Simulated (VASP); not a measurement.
Wanted: the native input for a VASP 6.6.1 run.

```yaml
Task: single point
Functional: PBE
Potentials_or_basis: VASP PAW PBE potentials, release 64 (Co)
Cutoff: 520 eV
k_mesh: 11 × 11 × 11
Occupations: fermi-dirac, width 0.05 eV
Spin: collinear spin, ferromagnetic start
Starting_moments: "[1.0] μB"
Fixed_moment: 1 μB
Dipole_correction: no
Further_INCAR_settings: ALGO = Normal; EDIFF = 1e-06; NBANDS = 14
```

The structure of Co lies in POSCAR:

```
Co
1.0
   -1.4145745000      1.3929095500      1.3921574700
    1.4429802800     -1.3751271500      1.4027808400
    1.4112696000      1.3718222500     -1.3743750600
Co
1
Direct
    0.0000000000      0.0000000000      0.0000000000
```

These files were run (other wordings do the same):

INCAR

```
  PREC = Accurate
  ENCUT = 520
  EDIFF = 1E-6
  ISMEAR = -1
  SIGMA = 0.05
  LREAL = F
  LASPH = T
  NELM = 150
  ALGO = Normal
  ISIF = 2
  LWAVE = F
  LCHARG = F
  ISPIN = 2
  MAGMOM = 1
  LORBIT = 11
  NUPDOWN = 1.0
  LMAXMIX = 4
  GGA = PE
  NBANDS = 14
```

KPOINTS

```
Automatic mesh
0
Gamma
  11 11 11
```

Potentials or basis: VASP PAW PBE potentials, release 64 (Co).

Launch:

```bash
$ cat potpaw_PBE.64/Co/POTCAR > POTCAR
$ mpirun -np 1 vasp_std > vasp.out
```

It gave:

```yaml
Pressure: -7.1 GPa
Net_moment: 1.00 μB per cell
Site_moments: Co +1.02 μB
Valence_electrons_inside_the_program's_atomic_spheres: Co 8.24
```

Caveat: the cell stands under tension; the total moment is fixed, so each spin has its own Fermi level.

Wall time 4.2 min on 1 thread of Intel Xeon 8259CL (shared host), peak memory 0.26 GiB.
